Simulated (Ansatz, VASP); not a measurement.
## Ge: VASP beside Ansatz

```
CELL_PARAMETERS angstrom
0.00000 2.81091 2.81091
2.81091 0.00000 2.81091
2.81091 2.81091 0.00000
ATOMIC_POSITIONS crystal
Ge 0.50000 0.50000 0.50000
Ge 0.75000 0.75000 0.75000
```

Alike in both runs: functional LDA; k mesh 14 × 14 × 14; occupations gaussian, width 0.1 eV; no spin polarisation.

Ansatz relaxed the structure, and its values are those at the end. VASP's run is a single point on that final structure, the one shown.

|  | VASP | Ansatz |
| --- | --- | --- |
| version | VASP 6.6.1 | Ansatz 0.2.0 |
| potentials or method | VASP PAW LDA potentials, release 64 (Ge_d), cutoff 520 eV | scalar-relativistic, plane waves, PAW |
| valence electrons in the cell | 28 | 28 |

```csv
,VASP,Ansatz,Ansatz less VASP
gap on the k mesh at the Fermi level (eV),none,none,-
pressure (GPa),0.2,0.0,-0.21
```

LDA's correlation is that of Perdew and Zunger in VASP and of Perdew and Wang (1992) in Ansatz. A gap of «none» marks a metal or a gap that the smearing closes.
